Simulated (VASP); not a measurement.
# Cr (P6_3/mmc) in VASP: further runs

Runs on Cr. Level: PBE. Tasks: single point, relaxation of shape and atoms at fixed volume.

Everything below comes from runs of VASP 6.6.1. Logs are shortened: lines on timing, memory, paths and dates and some standing lists are left out, and cuts for length are marked.

### Step 1. The cell of the first run

It takes space group P6_3/mmc (No. 194, hexagonal). Conventional cell: a = 2.288 Å, b = 2.288 Å, c = 4.000 Å, α = 90.00°, β = 90.00°, γ = 120.00°. Within 3.0 Å of Cr (site symmetry -6m2) lie 12 Cr at 2.29 to 2.40 Å.

### Step 2. Single point, PBE

INCAR reads:

```
PREC = Accurate
ENCUT = 600
EDIFF = 1E-6
ISMEAR = -1
SIGMA = 0.1
LREAL = False
LASPH = True
NELM = 120
ALGO = Normal
ISIF = 2
LWAVE = False
LCHARG = False
GGA = PE
NBANDS = 21
GGA_COMPAT = False
```

KPOINTS reads:

```
Automatic mesh
0
Gamma
  17 17 9
```

POSCAR reads:

```
Cr
1.0
    2.2877056977      0.0000000000      0.0000000000
   -1.1438528488      1.9812112506      0.0000000000
    0.0000000000      0.0000000000      4.0001295577
Cr
2
Direct
    0.3333333333      0.6666666667      0.2500000000
    0.6666666667      0.3333333333      0.7500000000
```

Potentials or basis: VASP PAW PBE potentials, release 64 (Cr_sv).

On the command line:

```sh
cat potpaw_PBE.64/Cr_sv/POTCAR > POTCAR
mpirun -np 1 vasp_std > vasp.out
```

OUTCAR:

```text
PREC = Accurate
   ENCUT = 600
   EDIFF = 1E-6
   ISMEAR = -1
   LREAL = False
   LASPH = True
   NELM = 120
   ISIF = 2
   GGA = PE

 ion  position               nearest neighbor table
   1  0.333  0.667  0.250-   2 2.40   2 2.40   2 2.40   2 2.40   2 2.40   2 2.40
   2  0.667  0.333  0.750-   1 2.40   1 2.40   1 2.40   1 2.40   1 2.40   1 2.40

  LATTYP: Found a hexagonal cell.
 ALAT       =     2.2877056977
 C/A-ratio  =     1.7485332846

  Lattice vectors:

 A1 = (   2.2877056977,   0.0000000000,   0.0000000000)
 A2 = (  -1.1438528488,   1.9812112506,   0.0000000000)
 A3 = (   0.0000000000,   0.0000000000,   4.0001295577)

Analysis of symmetry for initial positions (statically):
=====================================================================
 Subroutine PRICEL returns:
 Original cell was already a primitive cell.

 Routine SETGRP: Setting up the symmetry group for a
 hexagonal supercell.

 Subroutine GETGRP returns: Found 24 space group operations
 (whereof 12 operations were pure point group operations)
 out of a pool of 24 trial point group operations.

The static configuration has the point symmetry D_3d.
 The point group associated with its full space group is D_6h.

Analysis of symmetry for dynamics (positions and initial velocities):
=====================================================================
 Subroutine PRICEL returns:
 Original cell was already a primitive cell.

 Routine SETGRP: Setting up the symmetry group for a
 hexagonal supercell.

 Subroutine GETGRP returns: Found 24 space group operations
 (whereof 12 operations were pure point group operations)
 out of a pool of 24 trial point group operations.

The dynamic configuration has the point symmetry D_3d.
 The point group associated with its full space group is D_6h.

 Subroutine INISYM returns: Found 24 space group operations
 (whereof 12 operations are pure point group operations),
 and found     1 'primitive' translations

----------------------------------------------------------------------------------------

                                     Primitive cell

  volume of cell :      18.1303

  direct lattice vectors                    reciprocal lattice vectors
     2.287705698  0.000000000  0.000000000     0.437119163  0.252370866  0.000000000
    -1.143852849  1.981211251  0.000000000     0.000000000  0.504741733  0.000000000
     0.000000000  0.000000000  4.000129558     0.000000000  0.000000000  0.249991903

  length of vectors
     2.287705698  2.287705698  4.000129558     0.504741733  0.504741733  0.249991903

  position of ions in fractional coordinates (direct lattice)
     0.333333333  0.666666667  0.250000000
     0.666666667  0.333333333  0.750000000

  ion indices of the primitive-cell ions
   primitive index   ion index
                 1           1
                 2           2

----------------------------------------------------------------------------------------

 KPOINTS: Automatic mesh

Automatic generation of k-mesh.
 Grid dimensions read from file:
 generate k-points for:   17   17    9

 Generating k-lattice:

  Cartesian coordinates                     Fractional coordinates (reciprocal lattice)
     0.025712892  0.014845345  0.000000000     0.058823529  0.000000000  0.000000000
     0.000000000  0.029690690  0.000000000     0.000000000  0.058823529  0.000000000
     0.000000000  0.000000000  0.027776878     0.000000000  0.000000000  0.111111111

  Length of vectors
     0.029690690  0.029690690  0.027776878

  Shift w.r.t. Gamma in fractional coordinates (k-lattice)
     0.000000000  0.000000000  0.000000000

 Subroutine IBZKPT returns following result:
 ===========================================

 Found    165 irreducible k-points:

 Following reciprocal coordinates:
            Coordinates               Weight
  0.000000  0.000000  0.000000      1.000000
  0.058824  0.000000  0.000000      6.000000
  0.117647  0.000000  0.000000      6.000000
  0.176471  0.000000  0.000000      6.000000
  0.235294  0.000000  0.000000      6.000000
  0.294118  0.000000  0.000000      6.000000
[... 16 lines left out ...]
  0.411765  0.117647  0.000000     12.000000
  0.176471  0.176471  0.000000      6.000000
 [... further k-points ...]
   k-points           NKPTS =    165   k-points in BZ     NKDIM =    165   number of bands    NBANDS=     21
   number of dos      NEDOS =    301   number of ions     NIONS =      2
   total plane-waves  NPLWV =  10368
   dimension x,y,z NGX =    18 NGY =   18 NGZ =   32
   dimension x,y,z NGXF=    36 NGYF=   36 NGZF=   64
   ions per type =               2
   NGX,Y,Z   is equivalent  to a cutoff of  13.08, 13.08, 13.30 a.u.
   NGXF,Y,Z  is equivalent  to a cutoff of  26.16, 26.16, 26.60 a.u.
 SYSTEM =  unknown system
   PREC   = accura    normal or accurate (medium, high low for compatibility)
   ISTART =      0    job   : 0-new  1-cont  2-samecut
   ICHARG =      2    charge: 1-file 2-atom 10-const
   ISPIN  =      1    spin polarized calculation?
   LNONCOLLINEAR =      F non collinear calculations
   LSORBIT =      F    spin-orbit coupling
   LASPH  =      T    aspherical Exc in radial PAW
   ENCUT  =  600.0 eV  44.10 Ry    6.64 a.u.   4.57  4.57  7.99*2*pi/ulx,y,z
   NELM   =    120;   NELMIN=  2; NELMDL= -5     # of ELM steps
   EDIFF  = 0.1E-05   stopping-criterion for ELM
   LREAL  =      F    real-space projection
   EDIFFG = 0.1E-04   stopping-criterion for IOM
   NSW    =      0    number of steps for IOM
   IBRION =     -1    ionic relax: 0-MD 1-quasi-New 2-CG
   NFREE  =      0    steps in history (QN), initial steepest desc. (CG)
   ISIF   =      2    stress and relaxation
   ISYM   =      2    0-nonsym 1-usesym 2-fastsym
   POTIM  = 0.5000    time-step for ionic-motion
   TEBEG  =    0.0;   TEEND  =   0.0 temperature during run
   PSTRESS=    0.0 pullay stress
   NELECT =      28.0000    total number of electrons
   NUPDOWN=      -1.0000    fix difference up-down
   EMIN   =  10.00;   EMAX   =-10.00  energy-range for DOS
   EFERMI =   0.00;   METHOD = LEGACY
   ISMEAR =    -1;   SIGMA  =   0.10  broadening in eV -4-tet -1-fermi 0-gaus
   EFERMI_NEDOS =   21; number of points for ismear=-14 and -15
   IALGO  =     38    algorithm
   IMIX   =      4    mixing-type and parameters
     AMIX     =   0.40;   BMIX     =  1.00
     AMIX_MAG =   1.60;   BMIX_MAG =  1.00
  volume/ion in A,a.u.               =       9.07        61.17
  Fermi-wavevector in a.u.,A,eV,Ry     =   1.892311  3.575949 48.720297  3.580841
  Thomas-Fermi vector in A             =   2.933257
   LORBIT       =      0    0 simple, 1 ext, 2 COOP (PROOUT), +10 PAW based schemes
   GGA     = PE    functional components
   LHFCALC =     F    Hartree Fock is set to
   AEXX    =    0.0000 exact exchange contribution
   IVDW    =     0    specifies the selected vdW correction
   LEPSILON=     F    determine dielectric tensor
   LRPA    =     F    only Hartree local field effects (RPA)
 non-spin polarized calculation
  energy-cutoff  :      600.00
  volume of cell :       18.13
 maximum number of plane-waves:       619
   NGX =  9   NGY =  9   NGZ = 15

 number of electron      28.0000027 magnetization

 Free energy of the ion-electron system (eV)
  ---------------------------------------------------
  ext. energy  EPLUGINS =         0.00000000
  ---------------------------------------------------
  free energy    TOTEN  =       -16.88389201 eV

  energy without entropy =      -16.80024906  energy(sigma->0) =      -16.84207053

 E-fermi :  18.3941     XC(G=0): -15.1888

 val. band max:       18.3905466065   @ k =   0.1176   0.0000   0.3333
 cond. band min:      18.3993198030   @ k =   0.1176   0.0588   0.3333
 fundamental gap:      0.0087731965
 Fermi energy:        18.3940898257

 k-point     1 :       0.0000    0.0000    0.0000
  band No.  band energies     occupation
      1     -53.3275      2.00000
      2     -52.9391      2.00000
      3     -25.3383      2.00000
      4     -23.6315      2.00000
      5     -23.5355      2.00000
      6     -23.5355      2.00000
[... 13 lines left out ...]
     20      21.5260      0.00000
     21      30.3945      0.00000

 k-point     2 :       0.0588    0.0000    0.0000
  band No.  band energies     occupation
      1     -53.3111      2.00000
      2     -52.9283      2.00000
      3     -25.3161      2.00000
      4     -23.6351      2.00000
      5     -23.5991      2.00000
      6     -23.5531      2.00000
[... 13 lines left out ...]
     20      22.1813      0.00000
     21      30.3817      0.00000

 k-point     3 :       0.1176    0.0000    0.0000
  band No.  band energies     occupation
      1     -53.2636      2.00000
      2     -52.8975      2.00000
      3     -25.2498      2.00000
      4     -23.7796      2.00000
      5     -23.6457      2.00000
      6     -23.6165      2.00000
[... 13 lines left out ...]
     20      23.4526      0.00000
     21      30.3502      0.00000

 k-point     4 :       0.1765    0.0000    0.0000
  band No.  band energies     occupation
      1     -53.1902      2.00000
      2     -52.8513      2.00000
      3     -25.1449      2.00000
      4     -24.0533      2.00000
      5     -23.8828      2.00000
      6     -23.6747      2.00000
[... 13 lines left out ...]
     20      24.8921      0.00000
     21      30.3101      0.00000

 k-point     5 :       0.2353    0.0000    0.0000
  band No.  band energies     occupation
      1     -53.0990      2.00000
      2     -52.7968      2.00000
      3     -25.0103      2.00000
      4     -24.3802      2.00000
      5     -24.1944      2.00000
      6     -23.7595      2.00000
[... 13 lines left out ...]
     20      26.3941      0.00000
     21      30.2709      0.00000
[... 382 lines left out ...]
     20      29.9709      0.00000
     21      30.2853      0.00000

 k-point    22 :       0.3529    0.1176    0.0000
  band No.  band energies     occupation
      1     -52.8074      2.00000
      2     -52.6608      2.00000
      3     -25.1765      2.00000
      4     -24.9415      2.00000
      5     -24.5179      2.00000
      6     -24.1094      2.00000
[... 13 lines left out ...]
     20      29.2805      0.00000
     21      31.3777      0.00000

 k-point    23 :       0.4118    0.1176    0.0000
  band No.  band energies     occupation
      1     -52.7639      2.00000
      2     -52.6512      2.00000
      3     -25.2823      2.00000
      4     -25.0261      2.00000
      5     -24.4262      2.00000
      6     -24.1527      2.00000
[... 13 lines left out ...]
     20      27.9683      0.00000
     21      32.4879      0.00000

 k-point    24 :       0.1765    0.1765    0.0000
  band No.  band energies     occupation
      1     -52.9782      2.00000
      2     -52.7310      2.00000
      3     -24.8226      2.00000
      4     -24.5980      2.00000
      5     -24.5862      2.00000
      6     -23.9162      2.00000
[... 13 lines left out ...]
     20      28.3974      0.00000
     21      30.5306      0.00000

 [... further k-points ...]

------------------------ aborting loop because EDIFF is reached ----------------------------------------

  FORCE on cell =-STRESS in cart. coord.  units (eV):
  Direction    XX          YY          ZZ          XY          YZ          ZX
  --------------------------------------------------------------------------------------
  -------------------------------------------------------------------------------------
  Total       12.1942397     12.1942397     12.1988554      0.0000000      0.0000000      0.0000000
  in kB     1077.6067760   1077.6067761   1078.0146672      0.0000000      0.0000000      0.0000000
  external PRESSURE =    1077.7427398 kB  Pullay stress =       0.0000000 kB

 VOLUME and BASIS-vectors are now :
 -----------------------------------------------------------------------------
  energy-cutoff  :      600.00
  volume of cell :       18.13
      direct lattice vectors                 reciprocal lattice vectors
     2.287705698  0.000000000  0.000000000     0.437119163  0.252370866  0.000000000
    -1.143852849  1.981211251  0.000000000     0.000000000  0.504741733  0.000000000
     0.000000000  0.000000000  4.000129558     0.000000000  0.000000000  0.249991903

 POSITION                                       TOTAL-FORCE (eV/Angst)
 -----------------------------------------------------------------------------------
     -0.00000      1.32081      1.00003        -0.000000      0.000000     -0.000000
      1.14385      0.66040      3.00010         0.000000     -0.000000      0.000000
 -----------------------------------------------------------------------------------
    total drift:                               -0.000000      0.000000     -0.000000

  FREE ENERGIE OF THE ION-ELECTRON SYSTEM (eV)
  ---------------------------------------------------
  free  energy   TOTEN  =       -16.8838920078 eV

  energy  without entropy=      -16.8002490582  energy(sigma->0) =      -16.84207053
```

Run time: 41 s. Hardware: 1 thread of Intel Xeon Platinum 8488C (Sapphire Rapids), shared host; peak memory 0.18 GiB.

Results:

* Free energy: -16.8839 eV
* Pressure: 107.8 GPa
* Band gap on the k mesh: zero (band 14 reaches 19.81 eV, above the bottom of band 15 at 17.81 eV)

Caveat: the run has no spin polarisation, though such a crystal can be magnetic. Spin polarisation is off, so any magnetic state and its effect on volume and gap are missing.

### Step 3. Single point, PBE

This run uses another cell than the first one, of 6.20 Å³/atom, 0.684 times its volume.

INCAR reads:

```
SYSTEM = Cr
ALGO     = Normal         ! electronic algorithm
EDIFF    = 1E-6           ! SCF threshold, eV
ENCUT    = 600            ! plane-wave cutoff, eV
GGA      = PE             ! functional
GGA_COMPAT= .False.      
ISIF     = 2              ! what is computed and relaxed
ISMEAR   = -1             ! smearing method
LASPH    = .True.         ! aspherical terms in the spheres
LCHARG   = .False.        ! write CHGCAR
LREAL    = .False.        ! projectors in reciprocal space
LWAVE    = .False.        ! write WAVECAR
NBANDS   = 21             ! bands
NELM     = 120            ! most SCF steps
PREC     = Accurate       ! precision mode
SIGMA    = 0.1            ! smearing width, eV
```

KPOINTS reads:

```
k-points
0
Gamma
  17 17 9
  0 0 0
```

POSCAR reads:

```
Cr
1.0
    2.0763341892      0.0000000000      0.0000000000
   -1.0381670946      1.7981581546      0.0000000000
    0.0000000000      0.0000000000      3.3225353193
Cr
2
Direct
    0.3333333333      0.6666666667      0.2500000000
    0.6666666667      0.3333333333      0.7500000000
```

Potentials or basis: VASP PAW PBE potentials, release 64 (Cr_sv).

On the command line:

```sh
cat potpaw_PBE.64/Cr_sv/POTCAR > POTCAR
mpirun -np 1 vasp_std > vasp.out
```

OUTCAR:

```text
SYSTEM = Cr
   EDIFF = 1E-6
   ENCUT = 600
   GGA = PE
   ISIF = 2
   ISMEAR = -1
   LASPH = .True.
   LREAL = .False.
   NELM = 120
   PREC = Accurate

 ion  position               nearest neighbor table
   1  0.333  0.667  0.250-   2 2.05   2 2.05   2 2.05   2 2.05   2 2.05   2 2.05
   2  0.667  0.333  0.750-   1 2.05   1 2.05   1 2.05   1 2.05   1 2.05   1 2.05

  LATTYP: Found a hexagonal cell.
 ALAT       =     2.0763341892
 C/A-ratio  =     1.6001929442

  Lattice vectors:

 A1 = (   2.0763341892,   0.0000000000,   0.0000000000)
 A2 = (  -1.0381670946,   1.7981581546,   0.0000000000)
 A3 = (   0.0000000000,   0.0000000000,   3.3225353193)

Analysis of symmetry for initial positions (statically):
=====================================================================
 Subroutine PRICEL returns:
 Original cell was already a primitive cell.

 Routine SETGRP: Setting up the symmetry group for a
 hexagonal supercell.

 Subroutine GETGRP returns: Found 24 space group operations
 (whereof 12 operations were pure point group operations)
 out of a pool of 24 trial point group operations.

The static configuration has the point symmetry D_3d.
[... 160 lines left out ...]

  energy without entropy =       -7.09850643  energy(sigma->0) =       -7.12631769

 E-fermi :  27.6500     XC(G=0): -17.7520

 val. band max:       27.6326199329   @ k =   0.1765   0.1765   0.4444
 cond. band min:      27.6514410655   @ k =   0.2941   0.0588   0.0000
 fundamental gap:      0.0188211326
 Fermi energy:        27.6500019150

 k-point     1 :       0.0000    0.0000    0.0000
  band No.  band energies     occupation
      1     -45.4992      2.00000
      2     -43.5634      2.00000
      3     -18.6963      2.00000
      4     -13.8548      2.00000
      5     -13.8548      2.00000
      6     -13.1621      2.00000
[... 565 lines left out ...]
     20      44.3517      0.00000
     21      47.5581      0.00000

 [... further k-points ...]

------------------------ aborting loop because EDIFF is reached ----------------------------------------

  FORCE on cell =-STRESS in cart. coord.  units (eV):
  Direction    XX          YY          ZZ          XY          YZ          ZX
  --------------------------------------------------------------------------------------
  -------------------------------------------------------------------------------------
  Total       40.4936157     40.4936157     40.5157667      0.0000000      0.0000000      0.0000000
  in kB     5230.0084593   5230.0084594   5232.8694035      0.0000000      0.0000000      0.0000000
  external PRESSURE =    5230.9621074 kB  Pullay stress =       0.0000000 kB

 VOLUME and BASIS-vectors are now :
 -----------------------------------------------------------------------------
  energy-cutoff  :      600.00
  volume of cell :       12.40
      direct lattice vectors                 reciprocal lattice vectors
     2.076334189  0.000000000  0.000000000     0.481618039  0.278062304  0.000000000
    -1.038167095  1.798158155  0.000000000     0.000000000  0.556124609  0.000000000
     0.000000000  0.000000000  3.322535319     0.000000000  0.000000000  0.300974980

 POSITION                                       TOTAL-FORCE (eV/Angst)
 -----------------------------------------------------------------------------------
     -0.00000      1.19877      0.83063        -0.000000      0.000000      0.000000
      1.03817      0.59939      2.49190         0.000000     -0.000000      0.000000
 -----------------------------------------------------------------------------------
    total drift:                               -0.000000      0.000000     -0.000000

  FREE ENERGIE OF THE ION-ELECTRON SYSTEM (eV)
  ---------------------------------------------------
  free  energy   TOTEN  =        -7.1541289513 eV

  energy  without entropy=       -7.0985064299  energy(sigma->0) =       -7.12631769
```

Run time: 32 s. Hardware: 1 thread of Intel Xeon Platinum 8559C (Emerald Rapids), shared host; peak memory 0.16 GiB.

Results:

```
Free energy            : -7.1541 eV
Pressure               : 523.1 GPa
Band gap on the k mesh : zero (band 14 reaches 29.43 eV, above the bottom of band 15 at 26.11 eV)
```

Caveat: the run has no spin polarisation, though such a crystal can be magnetic.

(Continued in part 2 of 2.)
